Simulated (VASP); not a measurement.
## WS2 (Tungstenite): single point with PBE+D3(BJ)

WS2 (Tungstenite):

```
W S
1.0
     3.15381    0.00000    0.00000
    -1.57691    2.73128    0.00000
     0.00000    0.00000   12.14326
W S
2 4
Cartesian
  1.5769 0.9104 9.1074
  0.0000 1.8209 3.0358
  1.5769 0.9104 4.6107
  0.0000 1.8209 10.6823
  1.5769 0.9104 1.4609
  0.0000 1.8209 7.5326
```

| Quantity | Value |
| --- | --- |
| Program | VASP 6.6.1 |
| Task | single point |
| Functional | PBE |
| Dispersion | D3(BJ) |
| Potentials or basis | VASP PAW PBE potentials, release 64 (W_sv, S) |
| Cutoff | 520 eV |
| k mesh | 10 × 10 × 3 |
| Occupations | fermi-dirac, width 0.05 eV |
| Spin | no spin polarisation |
| Dipole correction | no |
| Further INCAR settings | ALGO = Normal; EDIFF = 1e-06; NBANDS = 35 |

```json
{
  "Pressure": "0.0 GPa",
  "Band gap on the k mesh": "0.98 eV, indirect (least direct gap 2.15 eV)",
  "Dispersion energy per atom": "-0.435 eV"
}
```

Levels at points of the mesh, in eV from the valence-band top:
```tsv
k point	band 22	band 23	band 24	band 25	band 26	band 27	band 28	band 29	band 30	band 31
(0.00, 0.00, 0.00)	-2.20	-2.20	-1.42	-1.28	0.00	2.26	2.26	2.28	2.28	2.28
(0.50, 0.00, 0.00)	-2.80	-2.03	-1.78	-1.78	-1.56	2.29	2.34	2.55	2.88	3.07
```

Wall time 51 s on 1 thread of Intel(R) Xeon(R) 6975P-C (Granite Rapids), on a shared host, peak memory 0.27 GiB.

Caveat: spin-orbit coupling is left out, which moves the levels of the heavy elements. PBE gaps usually lie below the measured ones, often by a third to a half.
